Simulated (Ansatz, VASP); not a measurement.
## One calculation of KCl, two programs

INCAR

```
ALGO = Normal
EDIFF = 1E-6
ENCUT = 520
GGA = PE
ISIF = 2
ISMEAR = 0
LASPH = T
LCHARG = F
LREAL = F
LWAVE = F
NBANDS = 15
NELM = 60
PREC = Accurate
SIGMA = 0.05
```

Contents of KPOINTS:

```
k-points
0
Gamma
  6 6 6
```

Contents of POSCAR:

```
KCl
1.0
    0.0000000000      3.2192220000      3.1561000000
    3.1561000000      0.0000000000      3.1561000000
    3.1561000000      3.2192220000      0.0000000000
K Cl
1 1
Direct
    0.0000000000      0.0000000000      0.0000000000
    0.5000000000      0.5000000000      0.5000000000
```

Input for Ansatz:

```yaml
crystal:
  lattice:
    - [0.0, 3.219222, 3.1561]
    - [3.1561, 0.0, 3.1561]
    - [3.1561, 3.219222, 0.0]
  atoms:
    - { symbol: K, position: [0.0, 0.0, 0.0] }
    - { symbol: Cl, position: [0.5, 0.5, 0.5] }
basis:
  ecutwfc: 420
kpoints:
  mp_grid: { grid: [6, 6, 6] }
hamiltonian:
  xc: pbe
scf:
  occupations: { method: gaussian, width: 0.05 }
output:
  forces: true
  stress: true
  eigenvalues: true
```

Change from the starting cell: strain +0.0200 x Voigt [0, 1, 0, 0, 0, 0], atoms carried along.

Alike in both runs: task single point; functional PBE; k mesh 6 × 6 × 6; occupations gaussian, width 0.05 eV; no spin polarisation.

|  | VASP | Ansatz |
| --- | --- | --- |
| version | VASP 6.6.1 | Ansatz 0.2.0 |
| potentials or method | VASP PAW PBE potentials, release 64 (K_sv, Cl), cutoff 520 eV | scalar-relativistic, plane waves, PAW |
| valence electrons in the cell | 16 | 16 |

```csv
,VASP,Ansatz,Ansatz less VASP
gap on the k mesh at the Fermi level (eV),5.08,5.09,+0.002
least direct gap on the mesh (eV),5.08,5.09,+0.002
pressure (GPa),0.3,0.2,-0.02
"traceless stress, the component that is largest in VASP (GPa)",-0.41,-0.41,+0.008
```
